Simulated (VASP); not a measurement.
# LaP (R-3m) in VASP: notebook

LaP is run at these levels: LDA; tasks: single point.

All numbers are computed with VASP 6.6.1; they aren't measurements. Logs are shortened: lines on timing, memory, paths and dates and some standing lists are left out, and cuts for length are marked.

### Step 1. The cell of the first run

Symmetry: R-3m, No. 166, trigonal system. Conventional cell: a = 4.303 Å, b = 4.303 Å, c = 10.227 Å, α = 90.00°, β = 90.00°, γ = 120.00°. Within 4.0 Å of La (site symmetry -3m) lie 6 P at 3.01 Å. P (site symmetry -3m) has 6 La at 3.01 Å within 4.0 Å.

### Step 2. Single point, LDA (equal xy, yz and zx shear strains of -2 %)

Contents of INCAR:

```
SYSTEM = LaP
PREC = Accurate
ENCUT = 520
EDIFF = 1E-6
ISMEAR = -1
SIGMA = 0.03
LREAL = .FALSE.
LASPH = .TRUE.
NELM = 100
ALGO = Normal
ISIF = 2
LWAVE = .FALSE.
LCHARG = .FALSE.
GGA = CA
NBANDS = 15
```

Contents of KPOINTS:

```
regular mesh
0
G
  10 10 10
  0 0 0
```

Contents of POSCAR:

```
LaP
1.0
   -0.0602500000      2.9823750000      2.9823750000
    2.9823750000     -0.0602500000      2.9823750000
    2.9823750000      2.9823750000     -0.0602500000
La P
1 1
Direct
    0.0000000000      0.0000000000      0.0000000000
    0.5000000000      0.5000000000      0.5000000000
```

Potentials or basis: VASP PAW LDA potentials, release 64 (La, P).

On the command line:

```console
$ cat potpaw_LDA.64/La/POTCAR potpaw_LDA.64/P/POTCAR > POTCAR
$ mpirun -np 1 vasp_std > vasp.out
```

OUTCAR:

```text
SYSTEM = LaP
   PREC = Accurate
   ENCUT = 520
   EDIFF = 1E-6
   ISMEAR = -1
   LREAL = .FALSE.
   LASPH = .TRUE.
   NELM = 100
   ISIF = 2
   GGA = CA

 ion  position               nearest neighbor table
   1  0.000  0.000  0.000-   2 3.01   2 3.01   2 3.01   2 3.01   2 3.01   2 3.01
   2  0.500  0.500  0.500-   1 3.01   1 3.01   1 3.01   1 3.01   1 3.01   1 3.01

  LATTYP: Found a trigonal (rhomboedric) cell.
 ALAT       =     4.2181454863
 COS(alpha) =     0.4797000918

  Lattice vectors:

 A1 = (  -0.0602500000,   2.9823750000,   2.9823750000)
 A2 = (   2.9823750000,  -0.0602500000,   2.9823750000)
 A3 = (   2.9823750000,   2.9823750000,  -0.0602500000)

Analysis of symmetry for initial positions (statically):
=====================================================================
 Subroutine PRICEL returns:
 Original cell was already a primitive cell.

 Routine SETGRP: Setting up the symmetry group for a
 trigonal (rhombohedral) supercell.

 Subroutine GETGRP returns: Found 12 space group operations
 (whereof 12 operations were pure point group operations)
 out of a pool of 12 trial point group operations.

The static configuration has the point symmetry D_3d.

Analysis of symmetry for dynamics (positions and initial velocities):
=====================================================================
 Subroutine PRICEL returns:
 Original cell was already a primitive cell.

 Routine SETGRP: Setting up the symmetry group for a
 trigonal (rhombohedral) supercell.

 Subroutine GETGRP returns: Found 12 space group operations
 (whereof 12 operations were pure point group operations)
 out of a pool of 12 trial point group operations.

The dynamic configuration has the point symmetry D_3d.

 Subroutine INISYM returns: Found 12 space group operations
 (whereof 12 operations are pure point group operations),
 and found     1 'primitive' translations

----------------------------------------------------------------------------------------

                                     Primitive cell

  volume of cell :      54.6613

  direct lattice vectors                    reciprocal lattice vectors
    -0.060250000  2.982375000  2.982375000    -0.162654931  0.166008641  0.166008641
     2.982375000 -0.060250000  2.982375000     0.166008641 -0.162654931  0.166008641
     2.982375000  2.982375000 -0.060250000     0.166008641  0.166008641 -0.162654931

  length of vectors
     4.218145486  4.218145486  4.218145486     0.285612262  0.285612262  0.285612262

  position of ions in fractional coordinates (direct lattice)
     0.000000000  0.000000000  0.000000000
     0.500000000  0.500000000  0.500000000

  ion indices of the primitive-cell ions
   primitive index   ion index
                 1           1
                 2           2

----------------------------------------------------------------------------------------

 KPOINTS: regular mesh

Automatic generation of k-mesh.
 Grid dimensions read from file:
 generate k-points for:   10   10   10

 Generating k-lattice:

  Cartesian coordinates                     Fractional coordinates (reciprocal lattice)
    -0.016265493  0.016600864  0.016600864     0.100000000  0.000000000  0.000000000
     0.016600864 -0.016265493  0.016600864     0.000000000  0.100000000  0.000000000
     0.016600864  0.016600864 -0.016265493     0.000000000  0.000000000  0.100000000

  Length of vectors
     0.028561226  0.028561226  0.028561226

  Shift w.r.t. Gamma in fractional coordinates (k-lattice)
     0.000000000  0.000000000  0.000000000

 Subroutine IBZKPT returns following result:
 ===========================================

 Found    116 irreducible k-points:

 Following reciprocal coordinates:
            Coordinates               Weight
  0.000000  0.000000  0.000000      1.000000
  0.100000 -0.000000 -0.000000      6.000000
  0.200000 -0.000000 -0.000000      6.000000
  0.300000  0.000000 -0.000000      6.000000
  0.400000  0.000000  0.000000      6.000000
  0.500000 -0.000000 -0.000000      3.000000
[... 16 lines left out ...]
  0.300000  0.300000  0.000000      6.000000
  0.400000  0.300000  0.000000     12.000000
 [... further k-points ...]
   k-points           NKPTS =    116   k-points in BZ     NKDIM =    116   number of bands    NBANDS=     15
   number of dos      NEDOS =    301   number of ions     NIONS =      2
   total plane-waves  NPLWV =  32768
   dimension x,y,z NGX =    32 NGY =   32 NGZ =   32
   dimension x,y,z NGXF=    64 NGYF=   64 NGZF=   64
   ions per type =               1   1
   NGX,Y,Z   is equivalent  to a cutoff of  12.61, 12.61, 12.61 a.u.
   NGXF,Y,Z  is equivalent  to a cutoff of  25.22, 25.22, 25.22 a.u.
 SYSTEM =  LaP
   PREC   = accura    normal or accurate (medium, high low for compatibility)
   ISTART =      0    job   : 0-new  1-cont  2-samecut
   ICHARG =      2    charge: 1-file 2-atom 10-const
   ISPIN  =      1    spin polarized calculation?
   LNONCOLLINEAR =      F non collinear calculations
   LSORBIT =      F    spin-orbit coupling
   LASPH  =      T    aspherical Exc in radial PAW
   ENCUT  =  520.0 eV  38.22 Ry    6.18 a.u.   7.84  7.84  7.84*2*pi/ulx,y,z
   NELM   =    100;   NELMIN=  2; NELMDL= -5     # of ELM steps
   EDIFF  = 0.1E-05   stopping-criterion for ELM
   LREAL  =      F    real-space projection
   EDIFFG = 0.1E-04   stopping-criterion for IOM
   NSW    =      0    number of steps for IOM
   IBRION =     -1    ionic relax: 0-MD 1-quasi-New 2-CG
   NFREE  =      0    steps in history (QN), initial steepest desc. (CG)
   ISIF   =      2    stress and relaxation
   ISYM   =      2    0-nonsym 1-usesym 2-fastsym
   POTIM  = 0.5000    time-step for ionic-motion
   TEBEG  =    0.0;   TEEND  =   0.0 temperature during run
   PSTRESS=    0.0 pullay stress
   NELECT =      16.0000    total number of electrons
   NUPDOWN=      -1.0000    fix difference up-down
   EMIN   =  10.00;   EMAX   =-10.00  energy-range for DOS
   EFERMI =   0.00;   METHOD = LEGACY
   ISMEAR =    -1;   SIGMA  =   0.03  broadening in eV -4-tet -1-fermi 0-gaus
   EFERMI_NEDOS =   21; number of points for ismear=-14 and -15
   IALGO  =     38    algorithm
   IMIX   =      4    mixing-type and parameters
     AMIX     =   0.40;   BMIX     =  1.00
     AMIX_MAG =   1.60;   BMIX_MAG =  1.00
  volume/ion in A,a.u.               =      27.33       184.44
  Fermi-wavevector in a.u.,A,eV,Ry     =   1.086980  2.054094 16.075626  1.181525
  Thomas-Fermi vector in A             =   2.223129
   LORBIT       =      0    0 simple, 1 ext, 2 COOP (PROOUT), +10 PAW based schemes
   GGA     = CA    functional components
   LHFCALC =     F    Hartree Fock is set to
   AEXX    =    0.0000 exact exchange contribution
   IVDW    =     0    specifies the selected vdW correction
   LEPSILON=     F    determine dielectric tensor
   LRPA    =     F    only Hartree local field effects (RPA)
 non-spin polarized calculation
  energy-cutoff  :      520.00
  volume of cell :       54.66
 maximum number of plane-waves:      1483
   NGX = 15   NGY = 15   NGZ = 15

 number of electron      16.0000000 magnetization

 Free energy of the ion-electron system (eV)
  ---------------------------------------------------
  ext. energy  EPLUGINS =         0.00000000
  ---------------------------------------------------
  free energy    TOTEN  =       -14.67727640 eV

  energy without entropy =      -14.67646911  energy(sigma->0) =      -14.67687276

 E-fermi :   6.2866     XC(G=0):  -9.9365

 val. band max:        6.2582359152   @ k =   0.4000   0.4000   0.0000
 cond. band min:       6.2896278867   @ k =   0.1000   0.1000  -0.0000
 fundamental gap:      0.0313919715
 Fermi energy:         6.2866047563

 k-point     1 :       0.0000    0.0000    0.0000
  band No.  band energies     occupation
      1     -25.3379      2.00000
      2      -8.9038      2.00000
      3      -8.9038      2.00000
      4      -8.8809      2.00000
      5      -2.8306      2.00000
      6       6.3573      0.17295
      7       6.3573      0.17295
      8       6.4611      0.00593
      9       7.9226      0.00000
     10       7.9226      0.00000
     11       8.2005      0.00000
     12       8.7870      0.00000
     13       8.9237      0.00000
     14       8.9237      0.00000
     15       9.3284      0.00000

 k-point     2 :       0.1000   -0.0000   -0.0000
  band No.  band energies     occupation
      1     -25.3334      2.00000
      2      -8.9775      2.00000
      3      -8.9078      2.00000
      4      -8.8888      2.00000
      5      -2.6938      2.00000
      6       5.8972      2.00000
      7       6.0604      1.99894
      8       6.1740      1.95423
      9       7.9611      0.00000
     10       8.0657      0.00000
     11       8.3031      0.00000
     12       8.9198      0.00000
     13       9.0328      0.00000
     14       9.0377      0.00000
     15       9.3355      0.00000

 k-point     3 :       0.2000   -0.0000   -0.0000
  band No.  band energies     occupation
      1     -25.3213      2.00000
      2      -9.1650      2.00000
      3      -8.9181      2.00000
      4      -8.9039      2.00000
      5      -2.3351      2.00000
      6       4.9880      2.00000
      7       5.5059      2.00000
      8       5.6465      2.00000
      9       8.0399      0.00000
     10       8.3866      0.00000
     11       8.5672      0.00000
     12       9.1052      0.00000
     13       9.1350      0.00000
     14       9.1369      0.00000
     15       9.3387      0.00000

 k-point     4 :       0.3000    0.0000   -0.0000
  band No.  band energies     occupation
      1     -25.3064      2.00000
      2      -9.3790      2.00000
      3      -8.9308      2.00000
      4      -8.9219      2.00000
      5      -1.8803      2.00000
      6       4.1074      2.00000
      7       5.0147      2.00000
      8       5.1771      2.00000
      9       8.2401      0.00000
     10       8.7053      0.00000
     11       8.8048      0.00000
     12       9.1635      0.00000
     13       9.1759      0.00000
     14       9.2217      0.00000
     15       9.3424      0.00000
[... 307 lines left out ...]
 k-point    22 :      -0.2000    0.2000    0.0000
  band No.  band energies     occupation
      1     -25.3017      2.00000
      2      -9.3304      2.00000
      3      -9.0553      2.00000
      4      -8.9171      2.00000
      5      -1.8858      2.00000
      6       4.0470      2.00000
      7       4.9723      2.00000
      8       5.4881      2.00000
      9       8.3223      0.00000
     10       8.6224      0.00000
     11       8.9338      0.00000
     12       9.0653      0.00000
     13       9.1875      0.00000
     14       9.2199      0.00000
     15       9.3241      0.00000

 k-point    23 :       0.3000    0.3000    0.0000
  band No.  band energies     occupation
      1     -25.2948      2.00000
      2      -9.2911      2.00000
      3      -9.0423      2.00000
      4      -9.0174      2.00000
      5      -2.2059      2.00000
      6       4.3678      2.00000
      7       6.0206      1.99972
      8       6.1060      1.99515
      9       6.5960      0.00007
     10       9.0078      0.00000
     11       9.0550      0.00000
     12       9.0583      0.00000
     13       9.0929      0.00000
     14       9.2133      0.00000
     15       9.6105      0.00000

 k-point    24 :       0.4000    0.3000    0.0000
  band No.  band energies     occupation
      1     -25.2852      2.00000
      2      -9.3605      2.00000
      3      -9.0803      2.00000
      4      -9.0372      2.00000
      5      -2.1871      2.00000
      6       4.5626      2.00000
      7       5.6526      2.00000
      8       5.9637      1.99996
      9       6.7926      0.00000
     10       9.0301      0.00000
     11       9.0622      0.00000
     12       9.0992      0.00000
     13       9.1321      0.00000
     14       9.2409      0.00000
     15       9.4827      0.00000

 [... further k-points ...]

------------------------ aborting loop because EDIFF is reached ----------------------------------------

  FORCE on cell =-STRESS in cart. coord.  units (eV):
  Direction    XX          YY          ZZ          XY          YZ          ZX
  --------------------------------------------------------------------------------------
  -------------------------------------------------------------------------------------
  Total       -1.1166783     -1.1166783     -1.1166783      0.2181137      0.2181137      0.2181137
  in kB      -32.7309550    -32.7309550    -32.7309550      6.3931290      6.3931290      6.3931290
  external PRESSURE =     -32.7309550 kB  Pullay stress =       0.0000000 kB

 VOLUME and BASIS-vectors are now :
 -----------------------------------------------------------------------------
  energy-cutoff  :      520.00
  volume of cell :       54.66
      direct lattice vectors                 reciprocal lattice vectors
    -0.060250000  2.982375000  2.982375000    -0.162654931  0.166008641  0.166008641
     2.982375000 -0.060250000  2.982375000     0.166008641 -0.162654931  0.166008641
     2.982375000  2.982375000 -0.060250000     0.166008641  0.166008641 -0.162654931

 POSITION                                       TOTAL-FORCE (eV/Angst)
 -----------------------------------------------------------------------------------
      0.00000      0.00000      0.00000         0.000000      0.000000      0.000000
      2.95225      2.95225      2.95225        -0.000000     -0.000000     -0.000000
 -----------------------------------------------------------------------------------
    total drift:                                0.000000     -0.000000     -0.000000

  FREE ENERGIE OF THE ION-ELECTRON SYSTEM (eV)
  ---------------------------------------------------
  free  energy   TOTEN  =       -14.6772764008 eV

  energy  without entropy=      -14.6764691127  energy(sigma->0) =      -14.67687276
```

It took 2 min on 1 thread of Intel Xeon 8259CL, shared host; peak memory 0.24 GiB.

What came out:

```yaml
Free_energy: -14.6773 eV
Pressure: -3.3 GPa
Band_gap_on_the_k_mesh: zero (bands 8 and 9 overlap by 0.22 eV)
```

Levels at points of the mesh, in eV from the Fermi level:
| k point | band 4 | band 5 | band 6 | band 7 | band 8 | band 9 | band 10 | band 11 | band 12 | band 13 |
| --- | --- | --- | --- | --- | --- | --- | --- | --- | --- | --- |
| (0.00, 0.00, 0.00) | -15.17 | -9.12 | 0.07 | 0.07 | 0.17 | 1.64 | 1.64 | 1.91 | 2.50 | 2.64 |
| (0.50, 0.00, 0.00) | -15.23 | -7.61 | -3.06 | -1.70 | -1.52 | 2.36 | 2.62 | 2.65 | 2.90 | 2.91 |
| (0.50, 0.50, 0.00) | -15.37 | -8.73 | -0.86 | -0.15 | -0.14 | -0.05 | 2.77 | 2.81 | 2.88 | 2.88 |
| (0.50, 0.50, 0.50) | -15.25 | -7.60 | -3.05 | -1.77 | -1.77 | 2.40 | 2.62 | 2.62 | 2.92 | 2.92 |

Caveat: the cell differs from its parent crystal (equal xy, yz and zx shear strains of -2 %); the cell stands under tension; spin-orbit coupling is left out, which moves the levels of the heavy elements.

(Part 1 of 2 ends here.)
